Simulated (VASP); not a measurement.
A run of VASP 6.6.1 is set up as follows.

File INCAR:

```
  PREC = Accurate
  ENCUT = 520
  EDIFF = 1E-7
  ISMEAR = 0
  SIGMA = 0.05
  LREAL = Auto
  LASPH = True
  NELM = 60
  ALGO = Normal
  ISIF = 2
  LWAVE = False
  LCHARG = False
  LDIPOL = True
  IDIPOL = 3
  DIPOL = 0.5 0.5 0.500
  GGA = PE
  NBANDS = 56
  ISYM = 0
```

KPOINTS

```
Automatic mesh
0
Gamma
  9 5 1
```

The input POSCAR:

```
AlN
1.0
    3.1110021500      0.0000000014      0.0000000000
   -1.5555010775      5.6603210893      0.0000000000
    0.0000000000      0.0000000000     28.7848772714
Al N
10 10
Direct
    0.8821589400      0.7643178800      0.3126641783
    0.1510387900      0.3020775800      0.3263833884
    0.4954380300      0.9908760600      0.3949794391
    0.7643178800      0.5286357600      0.4086986492
    0.1087171200      0.2174342400      0.4772947098
    0.3770729144      0.7541397500      0.4929763190
    0.7190452205      0.4381164086      0.5612667713
    0.9891122815      0.9782457220      0.5754391165
    0.3277192710      0.6555664931      0.6432595643
    0.5959691301      0.1920381867      0.6614085645
    0.7332713900      0.4665427800      0.3443555486
    0.0021512400      0.0043024800      0.3580747587
    0.3465504800      0.6931009600      0.4266708193
    0.6154303300      0.2308606600      0.4403900295
    0.9614005225      0.9227949016      0.5087079556
    0.2284854784      0.4569848380      0.5224417979
    0.5718902033      0.1437915967      0.5916171513
    0.8414279898      0.6829699765      0.6048003958
    0.1778060420      0.3557216755      0.6671818427
    0.4459812248      0.8925328347      0.6868803700
```

Potentials or basis: VASP PAW PBE potentials, release 64 (Al, N).

Launch:

```sh
$ cat potpaw_PBE.64/Al/POTCAR potpaw_PBE.64/N/POTCAR > POTCAR
$ mpirun -np 1 vasp_std > vasp.out
```

Estimate the largest force.

1.352 eV/Å.

Predict the band gap on the k mesh.

zero (bands 40 and 41 overlap by 0.08 eV).

Forces on the atoms (eV/Å):
```
Al   0.002  0.120 -0.994
Al  -0.006  0.072  0.984
Al  -0.003 -0.214  1.001
Al   0.003 -0.220  1.334
Al  -0.001 -0.151  0.729
Al   0.001 -0.006 -0.021
Al   0.002 -0.016 -0.014
Al  -0.002  0.013 -0.005
Al   0.001 -0.019 -0.006
Al   0.000 -0.010  0.014
N    0.003 -0.687 -0.904
N    0.000  0.614 -0.570
N    0.000  0.234 -0.668
N    0.000  0.242 -0.896
N    0.000 -0.016  0.017
N    0.000  0.018  0.022
N    0.000 -0.013  0.008
N    0.000  0.010 -0.005
N    0.000  0.009 -0.021
N    0.000  0.020 -0.006
```
